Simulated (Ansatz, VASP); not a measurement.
# One calculation of H24CO11, two programs

```
CELL_PARAMETERS angstrom
6.91252 0.00000 0.00000
0.00000 6.91252 0.00000
0.00000 0.00000 6.91252
ATOMIC_POSITIONS crystal
O 0.33011 0.55638 0.25722
O 0.87645 0.21658 0.79474
O 0.70870 0.62562 0.48689
O 0.87014 0.15834 0.18495
O 0.27126 0.81688 0.75218
O 0.56293 0.88194 0.15910
O 0.15241 0.10439 0.49632
O 0.08315 0.82169 0.10144
O 0.82183 0.58706 0.87164
O 0.56959 0.04786 0.56662
O 0.23714 0.45466 0.89916
H 0.29288 0.49755 0.12960
H 0.44018 0.63881 0.22127
H 0.87754 0.36001 0.81471
H 0.99056 0.19087 0.71430
H 0.67411 0.74744 0.42261
H 0.58480 0.55903 0.49586
H 0.88542 0.18219 0.04280
H 0.80432 0.27247 0.23543
H 0.19470 0.87794 0.64883
H 0.21240 0.86327 0.87419
H 0.45041 0.95847 0.19599
H 0.67143 0.97333 0.17475
H 0.08939 0.15807 0.38127
H 0.28907 0.14237 0.49327
H 0.02454 0.91865 0.18558
H 0.15760 0.73148 0.18649
H 0.79398 0.64379 0.74400
H 0.90264 0.67748 0.94569
H 0.67113 0.10831 0.64751
H 0.50718 0.95420 0.65435
H 0.40606 0.21218 0.86938
H 0.22966 0.58329 0.83491
H 0.39991 0.36519 0.66162
H 0.53848 0.43655 0.86860
C 0.40508 0.36382 0.82097
```

Alike in both runs: functional PBE; dispersion D3(BJ); k mesh 1 × 1 × 1; occupations fermi-dirac, width 0.05 eV; no spin polarisation.

Ansatz relaxed the structure, and its values are those at the end. VASP's run is a single point on that final structure, the one shown.

|  | VASP | Ansatz |
| --- | --- | --- |
| version | VASP 6.6.1 | Ansatz 0.2.0 |
| potentials or method | VASP PAW PBE potentials, release 64 (O, H, C), cutoff 520 eV | scalar-relativistic, plane waves, PAW |
| valence electrons in the cell | 94 | 94 |

VASP gave:

| Quantity | Value |
| --- | --- |
| rms of the force components (eV/Å) | 0.066 |

**Question.** Which values does Ansatz return?

**Answer.** rms of the force components (eV/Å): 0.073.
